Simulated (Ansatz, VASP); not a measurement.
**C in VASP and in Ansatz**

```
C
1.0
    -1.06189    1.06189    1.06189
     1.06189   -1.06189    1.06189
     1.06189    1.06189   -1.06189
C
1
Direct
  0.00000 0.00000 0.00000
```

Change from the starting cell: volume scaled by 0.76, crystal datasets.

Alike in both runs: task single point; functional LDA; k mesh 22 × 22 × 22; occupations fermi-dirac, width 0.1 eV; no spin polarisation.

|  | VASP | Ansatz |
| --- | --- | --- |
| version | VASP 6.6.1 | Ansatz 0.2.0 |
| potentials or method | VASP PAW LDA potentials, release 64 (C), cutoff 520 eV | all-electron PAW with datasets made for the crystal, scalar-relativistic |

```csv
,VASP,Ansatz,Ansatz less VASP
pressure (GPa),107.4,106.0,-1.33
```

LDA's correlation is that of Perdew and Zunger in VASP and of Perdew and Wang (1992) in Ansatz. Both programs put the cell under a high pressure, so it lies far from rest at this level. Ansatz ran all-electron here, and VASP with PAW potentials. Ansatz's warnings: printed levels off.

Noted on VASP's run: the cell as given lies far from equilibrium.
